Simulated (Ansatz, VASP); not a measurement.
## Sn: VASP beside Ansatz

```xyz
1
Lattice="-1.7544 1.7546 2.0700 1.7544 -1.7546 2.0700 1.7544 1.7546 -2.0700" Properties=species:S:1:pos:R:3 pbc="T T T"
Sn    0.0000    0.0000    0.0000
```

Change from the starting cell: strain -0.0450 x Voigt [0, 0, 1, 0, 0, 0], atoms carried along.

Alike in both runs: task single point; functional PBE; dispersion D3(BJ); k mesh 24 × 24 × 24; occupations gaussian, width 0.15 eV; no spin polarisation.

```csv
,VASP,Ansatz
version,VASP 6.6.1,Ansatz 0.2.0
potentials or method,"VASP PAW PBE potentials, release 64 (Sn_d), cutoff 520 eV","scalar-relativistic, plane waves, PAW"
valence electrons in the cell,14,14
```

```csv
,VASP,Ansatz,Ansatz less VASP
gap on the k mesh at the Fermi level (eV),none,none,-
pressure (GPa),2.5,2.5,+0.03
"traceless stress, the component that is largest in VASP (GPa)",-0.16,-0.16,-0.004
```

A gap of «none» marks a metal or a gap that the smearing closes.
